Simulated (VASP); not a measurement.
Here is a VASP 6.6.1 calculation.

INCAR

```
PREC = Accurate ; ENCUT = 520
EDIFF = 1E-6 ; ISMEAR = -1
SIGMA = 0.06122561905347299 ; LREAL = F
LASPH = T ; NELM = 100
ALGO = Normal ; ISIF = 2
LWAVE = F ; LCHARG = F
GGA = PE ; NBANDS = 12
```

The input KPOINTS:

```
regular mesh
0
Gamma
  20 20 20
```

Contents of POSCAR:

```
Ga
1.0
    2.7381961683      0.0000000000      0.0000000000
    0.0000000000      2.7381961683      0.0000000000
    0.0000000000      0.0000000000      2.7381961683
Ga
1
Direct
    0.0000000000      0.0000000000      0.0000000000
```

Potentials or basis: VASP PAW PBE potentials, release 64 (Ga_d).

Run with:

```sh
$ cat potpaw_PBE.64/Ga_d/POTCAR > POTCAR
$ mpirun -np 1 vasp_std > vasp.out
```

Problem. Predict the pressure.

Solution. -0.9 GPa.

Problem. Predict the band gap on the k mesh.

Solution. Zero (an odd number of electrons rules out a gap without spin polarisation).
